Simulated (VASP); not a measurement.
Input of a VASP 6.6.1 run:

The input INCAR:

```
PREC     = Accurate       # precision mode
ENCUT    = 500            # plane-wave cutoff, eV
EDIFF    = 1E-6           # SCF threshold, eV
ISMEAR   = 0              # smearing method
SIGMA    = 0.1            # smearing width, eV
LREAL    = F              # projectors in reciprocal space
LASPH    = T              # aspherical terms in the spheres
NELM     = 120            # most SCF steps
ALGO     = Normal         # electronic algorithm
ISIF     = 2              # what is computed and relaxed
LWAVE    = F              # write WAVECAR
LCHARG   = F              # write CHGCAR
GGA      = PE             # functional
NBANDS   = 51             # bands
GGA_COMPAT= F
```

File KPOINTS:

```
regular mesh
0
Gamma
  6 6 2
```

POSCAR

```
SiPdRu5
1.0
    3.6770432646      0.0000000000      0.0000000000
    0.0000000000      3.6770432646      0.0000000000
    0.0000000000      0.0000000000      7.7327153429
Si Ru Pd
1 5 1
Direct
    0.0000000000      0.0000000000      0.0000000000
    0.0000000000      0.5000000000      0.7479810266
    0.5000000000      0.0000000000      0.7479810266
    0.0000000000      0.5000000000      0.2520189734
    0.5000000000      0.0000000000      0.2520189734
    0.5000000000      0.5000000000      0.0000000000
    0.0000000000      0.0000000000      0.5000000000
```

Potentials or basis: VASP PAW PBE potentials, release 64 (Si, Ru_pv, Pd).

Command:

```sh
$ cat potpaw_PBE.64/Si/POTCAR potpaw_PBE.64/Ru_pv/POTCAR potpaw_PBE.64/Pd/POTCAR > POTCAR
$ mpirun -np 1 vasp_std > vasp.out
```

(1) What does it give for the largest force?

(2) What does it give for the band gap on the k mesh?

(3) What does it give for the pressure?

## Answers

(1) 0.013 eV/Å.

(2) zero (bands 42 and 43 overlap by 1.69 eV).

(3) -0.2 GPa.

Caveat: the k points lie up to 0.41 Å⁻¹ apart, too coarse for converged energies and pressures of a metal.
